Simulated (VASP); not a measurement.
# TaSi2 (P6_222) in VASP: single point with PBE

Aim: the single point of TaSi2 with PBE.

Program: VASP 6.6.1. These are calculated values, not measurements. Logs are shortened: lines on timing, memory, paths and dates and some standing lists are left out, and cuts for length are marked.

### Step 1. The cell of the first run

The structure is hexagonal, space group P6_222 (No. 180). The conventional cell has a = 4.806 Å, b = 4.806 Å, c = 6.597 Å, α = 90.00°, β = 90.00°, γ = 120.00°. Ta (site symmetry 222) has 10 Si at 2.62 to 2.84 Å and 4 Ta at 3.26 Å within 3.5 Å. Si (site symmetry 2) has 9 Si at 2.57 to 3.34 Å and 5 Ta at 2.62 to 2.84 Å within 3.4 Å.

### Step 2. Single point, PBE

Contents of INCAR:

```
SYSTEM = TaSi2
PREC     = Accurate       ! precision mode
ENCUT    = 520            ! plane-wave cutoff, eV
EDIFF    = 1E-6           ! SCF threshold, eV
ISMEAR   = 0              ! smearing method
SIGMA    = 0.1            ! smearing width, eV
LREAL    = .False.        ! projectors in reciprocal space
LASPH    = .True.         ! aspherical terms in the spheres
NELM     = 60             ! most SCF steps
ALGO     = Normal         ! electronic algorithm
ISIF     = 2              ! what is computed and relaxed
LWAVE    = .False.        ! write WAVECAR
LCHARG   = .False.        ! write CHGCAR
GGA      = PE             ! functional
NBANDS   = 38             ! bands
```

Contents of KPOINTS:

```
regular mesh
0
Gamma
  12 12 6
  0 0 0
```

Contents of POSCAR:

```
TaSi2
1.0
    4.8057072831      0.0000000000      0.0000000000
   -2.4028536415      4.1618645903      0.0000000000
    0.0000000000      0.0000000000      6.5973471146
Ta Si
3 6
Direct
    0.5000000000      0.0000000000      0.5000000000
    0.5000000000      0.5000000000      0.8333333333
    0.0000000000      0.5000000000      0.1666666667
    0.1589210462      0.3178420925      0.5000000000
    0.8410789538      0.1589210462      0.8333333333
    0.6821579075      0.8410789538      0.1666666667
    0.8410789538      0.6821579075      0.5000000000
    0.1589210462      0.8410789538      0.8333333333
    0.3178420925      0.1589210462      0.1666666667
```

Potentials or basis: VASP PAW PBE potentials, release 64 (Ta_pv, Si).

Run with:

```console
$ cat potpaw_PBE.64/Ta_pv/POTCAR potpaw_PBE.64/Si/POTCAR > POTCAR
$ mpirun -np 1 vasp_std > vasp.out
```

OUTCAR:

```text
SYSTEM = TaSi2
   PREC = Accurate
   ENCUT = 520
   EDIFF = 1E-6
   ISMEAR = 0
   LREAL = .False.
   LASPH = .True.
   NELM = 60
   ISIF = 2
   GGA = PE

 ion  position               nearest neighbor table
   1  0.500  0.000  0.500-   6 2.62   9 2.62   8 2.62   5 2.62   4 2.74   7 2.74   7 2.74   4 2.74
                             4 2.84   7 2.84   2 3.26   2 3.26   3 3.26   3 3.26
   2  0.500  0.500  0.833-   4 2.62   7 2.62   6 2.62   9 2.62   5 2.74   8 2.74   8 2.74   5 2.74
                             8 2.84   5 2.84   1 3.26   1 3.26   3 3.26   3 3.26
   3  0.000  0.500  0.167-   4 2.62   7 2.62   5 2.62   8 2.62   9 2.74   6 2.74   9 2.74   6 2.74
                             6 2.84   9 2.84   1 3.26   1 3.26   2 3.26   2 3.26
   4  0.159  0.318  0.500-   5 2.57   9 2.57   3 2.62   2 2.62   7 2.65   1 2.74   1 2.74   1 2.84
                             7 2.84   7 2.84
   5  0.841  0.159  0.833-   4 2.57   6 2.57   1 2.62   3 2.62   8 2.65   2 2.74   2 2.74   2 2.84
                             8 2.84   8 2.84
   6  0.682  0.841  0.167-   7 2.57   5 2.57   1 2.62   2 2.62   9 2.65   3 2.74   3 2.74   3 2.84
                             9 2.84   9 2.84
   7  0.841  0.682  0.500-   8 2.57   6 2.57   3 2.62   2 2.62   4 2.65   1 2.74   1 2.74   1 2.84
                             4 2.84   4 2.84
   8  0.159  0.841  0.833-   7 2.57   9 2.57   1 2.62   3 2.62   5 2.65   2 2.74   2 2.74   2 2.84
                             5 2.84   5 2.84
   9  0.318  0.159  0.167-   4 2.57   8 2.57   1 2.62   2 2.62   6 2.65   3 2.74   3 2.74   3 2.84
                             6 2.84   6 2.84

  LATTYP: Found a hexagonal cell.
 ALAT       =     4.8057072831
 C/A-ratio  =     1.3728150147

  Lattice vectors:

 A1 = (   4.8057072831,   0.0000000000,   0.0000000000)
 A2 = (  -2.4028536415,   4.1618645903,   0.0000000000)
 A3 = (   0.0000000000,   0.0000000000,   6.5973471146)

Analysis of symmetry for initial positions (statically):
=====================================================================
 Subroutine PRICEL returns:
 Original cell was already a primitive cell.

 Routine SETGRP: Setting up the symmetry group for a
 hexagonal supercell.

 Subroutine GETGRP returns: Found 12 space group operations
 (whereof  4 operations were pure point group operations)
 out of a pool of 24 trial point group operations.

The static configuration has the point symmetry D_2 .
 The point group associated with its full space group is D_6 .

Analysis of symmetry for dynamics (positions and initial velocities):
=====================================================================
 Subroutine PRICEL returns:
 Original cell was already a primitive cell.

 Routine SETGRP: Setting up the symmetry group for a
 hexagonal supercell.

 Subroutine GETGRP returns: Found 12 space group operations
 (whereof  4 operations were pure point group operations)
 out of a pool of 24 trial point group operations.

The dynamic configuration has the point symmetry D_2 .
 The point group associated with its full space group is D_6 .

 Subroutine INISYM returns: Found 12 space group operations
 (whereof  4 operations are pure point group operations),
 and found     1 'primitive' translations

----------------------------------------------------------------------------------------

                                     Primitive cell

  volume of cell :     131.9516

  direct lattice vectors                    reciprocal lattice vectors
     4.805707283  0.000000000  0.000000000     0.208085916  0.120138459  0.000000000
    -2.402853642  4.161864590  0.000000000     0.000000000  0.240276919  0.000000000
     0.000000000  0.000000000  6.597347115     0.000000000  0.000000000  0.151576078

  length of vectors
     4.805707283  4.805707283  6.597347115     0.240276919  0.240276919  0.151576078

  position of ions in fractional coordinates (direct lattice)
     0.500000000  0.000000000  0.500000000
     0.500000000  0.500000000  0.833333333
     0.000000000  0.500000000  0.166666667
     0.158921046  0.317842093  0.500000000
     0.841078954  0.158921046  0.833333333
     0.682157907  0.841078954  0.166666667
     0.841078954  0.682157907  0.500000000
     0.158921046  0.841078954  0.833333333
     0.317842093  0.158921046  0.166666667

  ion indices of the primitive-cell ions
   primitive index   ion index
                 1           1
                 2           2
                 3           3
                 4           4
                 5           5
                 6           6
                 7           7
                 8           8
                 9           9

----------------------------------------------------------------------------------------

 KPOINTS: regular mesh

Automatic generation of k-mesh.
 Grid dimensions read from file:
 generate k-points for:   12   12    6

 Generating k-lattice:

  Cartesian coordinates                     Fractional coordinates (reciprocal lattice)
     0.017340493  0.010011538  0.000000000     0.083333333 -0.000000000  0.000000000
     0.000000000  0.020023077  0.000000000     0.000000000  0.083333333  0.000000000
     0.000000000  0.000000000  0.025262680     0.000000000  0.000000000  0.166666667

  Length of vectors
     0.020023077  0.020023077  0.025262680

  Shift w.r.t. Gamma in fractional coordinates (k-lattice)
     0.000000000  0.000000000  0.000000000

 Subroutine IBZKPT returns following result:
 ===========================================

 Found     76 irreducible k-points:

 Following reciprocal coordinates:
            Coordinates               Weight
  0.000000  0.000000  0.000000      1.000000
  0.083333 -0.000000  0.000000      6.000000
  0.166667 -0.000000  0.000000      6.000000
  0.250000 -0.000000  0.000000      6.000000
  0.333333 -0.000000  0.000000      6.000000
  0.416667 -0.000000  0.000000      6.000000
[... 16 lines left out ...]
  0.250000 -0.000000  0.166667     12.000000
  0.333333 -0.000000  0.166667     12.000000
 [... further k-points ...]
   k-points           NKPTS =     76   k-points in BZ     NKDIM =     76   number of bands    NBANDS=     38
   number of dos      NEDOS =    301   number of ions     NIONS =      9
   total plane-waves  NPLWV =  64800
   dimension x,y,z NGX =    36 NGY =   36 NGZ =   50
   dimension x,y,z NGXF=    72 NGYF=   72 NGZF=  100
   ions per type =               3   6
   NGX,Y,Z   is equivalent  to a cutoff of  12.45, 12.45, 12.60 a.u.
   NGXF,Y,Z  is equivalent  to a cutoff of  24.91, 24.91, 25.20 a.u.
 SYSTEM =  TaSi2
   PREC   = accura    normal or accurate (medium, high low for compatibility)
   ISTART =      0    job   : 0-new  1-cont  2-samecut
   ICHARG =      2    charge: 1-file 2-atom 10-const
   ISPIN  =      1    spin polarized calculation?
   LNONCOLLINEAR =      F non collinear calculations
   LSORBIT =      F    spin-orbit coupling
   LASPH  =      T    aspherical Exc in radial PAW
   ENCUT  =  520.0 eV  38.22 Ry    6.18 a.u.   8.94  8.94 12.27*2*pi/ulx,y,z
   NELM   =     60;   NELMIN=  2; NELMDL= -5     # of ELM steps
   EDIFF  = 0.1E-05   stopping-criterion for ELM
   LREAL  =      F    real-space projection
   EDIFFG = 0.1E-04   stopping-criterion for IOM
   NSW    =      0    number of steps for IOM
   IBRION =     -1    ionic relax: 0-MD 1-quasi-New 2-CG
   NFREE  =      0    steps in history (QN), initial steepest desc. (CG)
   ISIF   =      2    stress and relaxation
   ISYM   =      2    0-nonsym 1-usesym 2-fastsym
   POTIM  = 0.5000    time-step for ionic-motion
   TEBEG  =    0.0;   TEEND  =   0.0 temperature during run
   PSTRESS=    0.0 pullay stress
   NELECT =      57.0000    total number of electrons
   NUPDOWN=      -1.0000    fix difference up-down
   EMIN   =  10.00;   EMAX   =-10.00  energy-range for DOS
   EFERMI =   0.00;   METHOD = LEGACY
   ISMEAR =     0;   SIGMA  =   0.10  broadening in eV -4-tet -1-fermi 0-gaus
   EFERMI_NEDOS =   21; number of points for ismear=-14 and -15
   IALGO  =     38    algorithm
   IMIX   =      4    mixing-type and parameters
     AMIX     =   0.40;   BMIX     =  1.00
     AMIX_MAG =   1.60;   BMIX_MAG =  1.00
  volume/ion in A,a.u.               =      14.66        98.94
  Fermi-wavevector in a.u.,A,eV,Ry     =   1.237547  2.338624 20.837618  1.531522
  Thomas-Fermi vector in A             =   2.372109
   LORBIT       =      0    0 simple, 1 ext, 2 COOP (PROOUT), +10 PAW based schemes
   GGA     = PE    functional components
   LHFCALC =     F    Hartree Fock is set to
   AEXX    =    0.0000 exact exchange contribution
   IVDW    =     0    specifies the selected vdW correction
   LEPSILON=     F    determine dielectric tensor
   LRPA    =     F    only Hartree local field effects (RPA)
 non-spin polarized calculation
 Gauss-broadening in eV      SIGMA  =   0.10
  energy-cutoff  :      520.00
  volume of cell :      131.95
 maximum number of plane-waves:      3579
 NGX is ok and might be reduce to    36
   NGX = 17   NGY = 17   NGZ = 25

 number of electron      57.0000007 magnetization

 Free energy of the ion-electron system (eV)
  ---------------------------------------------------
  ext. energy  EPLUGINS =         0.00000000
  ---------------------------------------------------
  free energy    TOTEN  =       -72.26326427 eV

  energy without entropy =      -72.24570809  energy(sigma->0) =      -72.25448618

 E-fermi :   9.2266     XC(G=0): -12.0149

 val. band max:        9.2152656632   @ k =   0.3333   0.0833   0.5000
 cond. band min:       9.2391999691   @ k =   0.1667  -0.0000   0.3333
 fundamental gap:      0.0239343058
 Fermi energy:         9.2266041679

 k-point     1 :       0.0000    0.0000    0.0000
  band No.  band energies     occupation
      1     -25.1891      2.00000
      2     -25.1844      2.00000
      3     -25.1844      2.00000
      4     -25.1183      2.00000
      5     -25.1183      2.00000
      6     -25.0307      2.00000
[... 30 lines left out ...]
     37      13.0605      0.00000
     38      13.1664      0.00000

 k-point     2 :       0.0833   -0.0000    0.0000
  band No.  band energies     occupation
      1     -25.1999      2.00000
      2     -25.1859      2.00000
      3     -25.1743      2.00000
      4     -25.1188      2.00000
      5     -25.1173      2.00000
      6     -25.0332      2.00000
[... 30 lines left out ...]
     37      12.9923      0.00000
     38      13.0133      0.00000

 k-point     3 :       0.1667   -0.0000    0.0000
  band No.  band energies     occupation
      1     -25.2121      2.00000
      2     -25.1898      2.00000
      3     -25.1645      2.00000
      4     -25.1205      2.00000
      5     -25.1146      2.00000
      6     -25.0354      2.00000
[... 30 lines left out ...]
     37      12.8855      0.00000
     38      13.0895      0.00000

 k-point     4 :       0.2500   -0.0000    0.0000
  band No.  band energies     occupation
      1     -25.2224      2.00000
      2     -25.1949      2.00000
      3     -25.1579      2.00000
      4     -25.1229      2.00000
      5     -25.1105      2.00000
      6     -25.0360      2.00000
[... 30 lines left out ...]
     37      12.8791      0.00000
     38      13.1849      0.00000
[... 703 lines left out ...]
      4     -25.1255      2.00000
      5     -25.1134      2.00000
      6     -25.0465      2.00000
[... 30 lines left out ...]
     37      12.9121      0.00000
     38      13.2346      0.00000

 k-point    23 :       0.2500   -0.0000    0.1667
  band No.  band energies     occupation
      1     -25.2208      2.00000
      2     -25.2013      2.00000
      3     -25.1472      2.00000
      4     -25.1294      2.00000
      5     -25.1071      2.00000
      6     -25.0489      2.00000
[... 30 lines left out ...]
     37      13.0939      0.00000
     38      13.2380      0.00000

 k-point    24 :       0.3333   -0.0000    0.1667
  band No.  band energies     occupation
      1     -25.2260      2.00000
      2     -25.2072      2.00000
      3     -25.1459      2.00000
      4     -25.1333      2.00000
      5     -25.1015      2.00000
      6     -25.0501      2.00000
[... 30 lines left out ...]
     37      13.2164      0.00000
     38      13.3957      0.00000

 [... further k-points ...]

------------------------ aborting loop because EDIFF is reached ----------------------------------------

  FORCE on cell =-STRESS in cart. coord.  units (eV):
  Direction    XX          YY          ZZ          XY          YZ          ZX
  --------------------------------------------------------------------------------------
  -------------------------------------------------------------------------------------
  Total        0.0710936      0.0710936      0.0750299      0.0000000      0.0000000      0.0000000
  in kB        0.8632294      0.8632294      0.9110245      0.0000000      0.0000000      0.0000000
  external PRESSURE =       0.8791611 kB  Pullay stress =       0.0000000 kB

 VOLUME and BASIS-vectors are now :
 -----------------------------------------------------------------------------
  energy-cutoff  :      520.00
  volume of cell :      131.95
      direct lattice vectors                 reciprocal lattice vectors
     4.805707283  0.000000000  0.000000000     0.208085916  0.120138459  0.000000000
    -2.402853642  4.161864590  0.000000000     0.000000000  0.240276919  0.000000000
     0.000000000  0.000000000  6.597347115     0.000000000  0.000000000  0.151576078

 POSITION                                       TOTAL-FORCE (eV/Angst)
 -----------------------------------------------------------------------------------
      2.40285      0.00000      3.29867        -0.000000      0.000000     -0.000000
      1.20143      2.08093      5.49779        -0.000000      0.000000      0.000000
     -1.20143      2.08093      1.09956        -0.000000      0.000000      0.000000
     -0.00000      1.32282      3.29867        -0.000000     -0.003808     -0.000000
      3.66012      0.66141      5.49779         0.003298     -0.001904     -0.000000
      1.25726      3.50046      1.09956         0.003298      0.001904     -0.000000
      2.40285      2.83905      3.29867         0.000000      0.003808     -0.000000
     -1.25726      3.50046      5.49779        -0.003298      0.001904     -0.000000
      1.14559      0.66141      1.09956        -0.003298     -0.001904     -0.000000
 -----------------------------------------------------------------------------------
    total drift:                                0.000000     -0.000000     -0.000000

  FREE ENERGIE OF THE ION-ELECTRON SYSTEM (eV)
  ---------------------------------------------------
  free  energy   TOTEN  =       -72.2632642700 eV

  energy  without entropy=      -72.2457080871  energy(sigma->0) =      -72.25448618
```

Wall time 3.4 min (1 thread of AMD EPYC 9R45 (Zen 5), shared host); peak memory 0.4 GiB.

Results:

```yaml
Free_energy: -72.2633 eV
Pressure: 0.1 GPa
Largest_force: 0.004 eV/Å
Band_gap_on_the_k_mesh: zero (an odd number of electrons rules out a gap without spin polarisation)
```

Forces in eV/Å, atoms in the order of the input:
```
Ta   0.000  0.000  0.000
Ta   0.000  0.000  0.000
Ta   0.000  0.000  0.000
Si   0.000 -0.004  0.000
Si   0.003 -0.002  0.000
Si   0.003  0.002  0.000
Si   0.000  0.004  0.000
Si  -0.003  0.002  0.000
Si  -0.003 -0.002  0.000
```

Caveat: spin-orbit coupling is left out, which moves the levels of the heavy elements.
